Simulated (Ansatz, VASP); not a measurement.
**One calculation of Co, two programs**

INCAR

```
SYSTEM = Co
PREC = Accurate
ENCUT = 520
EDIFF = 1E-6
ISMEAR = -1
SIGMA = 0.05
LREAL = .False.
LASPH = .True.
NELM = 150
ALGO = Normal
ISIF = 2
LWAVE = .False.
LCHARG = .False.
ISPIN = 2
MAGMOM = 1.772
LORBIT = 11
LMAXMIX = 4
GGA = RP
NBANDS = 14
```

KPOINTS

```
regular mesh
0
Gamma
  17 17 17
  0 0 0
```

File POSCAR:

```
Co
1.0
    0.0000000000      1.7281766414      1.7281766414
    1.7281766414      0.0000000000      1.7281766414
    1.7281766414      1.7281766414      0.0000000000
Co
1
Direct
    0.0000000000      0.0000000000      0.0000000000
```

Input for Ansatz:

```yaml
crystal:
  lattice:
    - [0.0, 1.7281766414, 1.7281766414]
    - [1.7281766414, 0.0, 1.7281766414]
    - [1.7281766414, 1.7281766414, 0.0]
  atoms:
    - { symbol: Co, position: [0.0, 0.0, 0.0], spin: 1.772 }
hamiltonian:
  xc: rpbe
  pseudopotentials:
    kind: paw
    azcp:
      Co: "pseudopotentials/Co.paw.azcp"
basis:
  ecutwfc: 420
  fft_grid_basis: typed
kpoints:
  mp_grid: { grid: [17, 17, 17], shift: [0, 0, 0] }
magnetization:
  spin_polarized: true
scf:
  occupations: { method: fermi_dirac, width: 0.05 }
  lower_state_search: "off"
output:
  stress: true
  write_density: true
  write_potential: true
  elf: true
  volumetric_format: npy
```

Alike in both runs: task single point; functional RPBE; k mesh 17 × 17 × 17; occupations fermi-dirac, width 0.05 eV; collinear spin.

```csv
,VASP,Ansatz
version,VASP 6.6.1,Ansatz 0.2.0
potentials or method,"VASP PAW PBE potentials, release 64 (Co), cutoff 520 eV","plane waves (420 eV) with PAW, scalar-relativistic"
valence electrons in the cell,9,17
```

|  | VASP | Ansatz | Ansatz less VASP |
| --- | --- | --- | --- |
| pressure (GPa) | 19.2 | 20.3 | +1.08 |
| net moment per atom (μB) | 1.64 | 1.65 | +0.011 |
| size of the moment on the site where the two differ most (μB) | 1.65 | 1.72 | +0.069 |

VASP's potentials were made for PBE, not for RPBE. Site moments also hang on the region over which each program counts them. VASP's potentials hold 9 valence electrons a cell and Ansatz's 17, so a difference there can come from the potentials and not from the codes.
